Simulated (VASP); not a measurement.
Set up this calculation in VASP 6.6.1, as the native input.

```
Task                   : single point
Functional             : PBEsol
Potentials or basis    : VASP PAW PBE potentials, release 64 (Mo_sv, P, H)
Cutoff                 : 400 eV
k mesh                 : 9 × 9 × 1
Occupations            : gaussian, width 0.1 eV
Spin                   : no spin polarisation
Dipole correction      : yes
Further INCAR settings : ALGO = Normal; EDIFF = 1e-06; NBANDS = 38; NELMDL = -8
```

The structure of Mo3P3H lies in POSCAR:

```
Mo3P3H
1.0
    3.1741350969      0.0000000000      0.0000000000
    0.0000000000      3.2062346803      0.0000000000
    0.0000000000      0.0000000000     25.4789215952
Mo P H
3 3 1
Direct
    0.0000000000      0.5000000000      0.3336090960
    0.0000000000      0.0000000000      0.4425886174
    0.0000000000      0.5000000000      0.5501261364
    0.5000000000      0.0000000000      0.3699356032
    0.5000000000      0.5000000000      0.4792943049
    0.5000000000      0.0000000000      0.5907329554
    0.5000000000      0.0000000000      0.6253827917
```

These files were run (other wordings do the same):

INCAR

```
SYSTEM = Mo3P3H
PREC = Accurate ; ENCUT = 400
EDIFF = 1E-6 ; ISMEAR = 0
SIGMA = 0.1 ; LREAL = .FALSE.
LASPH = .TRUE. ; NELM = 120
ALGO = Normal ; ISIF = 2
LWAVE = .FALSE. ; LCHARG = .FALSE.
LDIPOL = .TRUE. ; IDIPOL = 3
DIPOL = 0.5 0.5 0.485 ; GGA = PS
NBANDS = 38 ; GGA_COMPAT = .FALSE.
NELMDL = -8
```

KPOINTS

```
Automatic mesh
0
G
  9 9 1
  0 0 0
```

Potentials or basis: VASP PAW PBE potentials, release 64 (Mo_sv, P, H).

The run is started by

```bash
$ cat potpaw_PBE.64/Mo_sv/POTCAR potpaw_PBE.64/P/POTCAR potpaw_PBE.64/H/POTCAR > POTCAR
$ mpirun -np 1 vasp_std > vasp.out
```

Results of the run:

The largest force is 44.473 eV/Å and the band gap on the k mesh is zero (bands 29 and 30 overlap by 0.97 eV).

Caveat: atoms lie so close that the PAW spheres overlap strongly, which falsifies energies and pressures; the PAW data sets were made with another functional, which shifts forces and pressure a little.

It took 6.7 min on 1 thread of AMD EPYC 7R43 64-Core Processor (Zen 3), on a shared host, peak memory 0.33 GiB.
